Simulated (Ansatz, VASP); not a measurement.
**One calculation of KBr, two programs**

File POSCAR:

```
KBr
1.0
    0.0000000000      3.2925000000      3.2925000000
    3.2925000000      0.0000000000      3.2925000000
    3.2925000000      3.2925000000      0.0000000000
K Br
1 1
Direct
    0.0000000000      0.0000000000      0.0000000000
    0.4865773200      0.5000000000      0.5000000000
```

File INCAR.step1:

```
  PREC = Accurate
  ENCUT = 520
  ISMEAR = 0
  SIGMA = 0.05
  LREAL = F
  LASPH = T
  NELM = 100
  NBANDS = 15
  GGA = PE
  ALGO = Normal
  EDIFF = 1E-4
  LWAVE = T
  LCHARG = F
```

Contents of INCAR.step2:

```
  PREC = Accurate
  ENCUT = 520
  EDIFF = 1E-6
  ISMEAR = 0
  SIGMA = 0.05
  LREAL = F
  LASPH = T
  NELM = 100
  ALGO = Normal
  ISIF = 2
  LWAVE = F
  LCHARG = F
  METAGGA = R2SCAN
  LMIXTAU = T
  NBANDS = 15
  ISTART = 1
```

File KPOINTS:

```
Automatic mesh
0
Gamma
  6 6 6
```

Input for Ansatz:

```yaml
crystal:
  lattice:
    - [0.0, 3.2925, 3.2925]
    - [3.2925, 0.0, 3.2925]
    - [3.2925, 3.2925, 0.0]
  atoms:
    - { symbol: K, position: [0.0, 0.0, 0.0] }
    - { symbol: Br, position: [0.48657732, 0.5, 0.5] }
basis:
  ecutwfc: 500
kpoints:
  mp_grid: { grid: [6, 6, 6] }
hamiltonian:
  xc: r2scan
scf:
  occupations: { method: gaussian, width: 0.05 }
output:
  forces: true
  stress: true
  eigenvalues: true
```

Change from the starting cell: all Br atoms moved +0.062 Å, as atom 2 towards its neighbour atom 2 (Br) at 4.656 Å.

Alike in both runs: task single point; functional r2SCAN; k mesh 6 × 6 × 6; occupations gaussian, width 0.05 eV; no spin polarisation.

```csv
,VASP,Ansatz
version,VASP 6.6.1,Ansatz 0.2.0
potentials or method,"VASP PAW PBE potentials, release 64 (K_sv, Br), cutoff 520 eV","scalar-relativistic, plane waves, PAW"
valence electrons in the cell,16,16
```

VASP gave:

```
gap on the k mesh at the Fermi level (eV) : 5.10
least direct gap on the mesh (eV)         : 5.10
pressure (GPa)                            : 0.2
rms of the force components (eV/Å)        : 0.050
```

Problem. What did Ansatz give for the same quantities?

Solution. gap on the k mesh at the Fermi level (eV): 5.10; least direct gap on the mesh (eV): 5.10; pressure (GPa): 0.2; rms of the force components (eV/Å): 0.049.

VASP's potentials were made for PBE, not for r2SCAN. Atom by atom the forces differ by 0.001 eV/Å (rms over components). With one functional, cell and mesh, what is left measures potentials, basis and numerics.
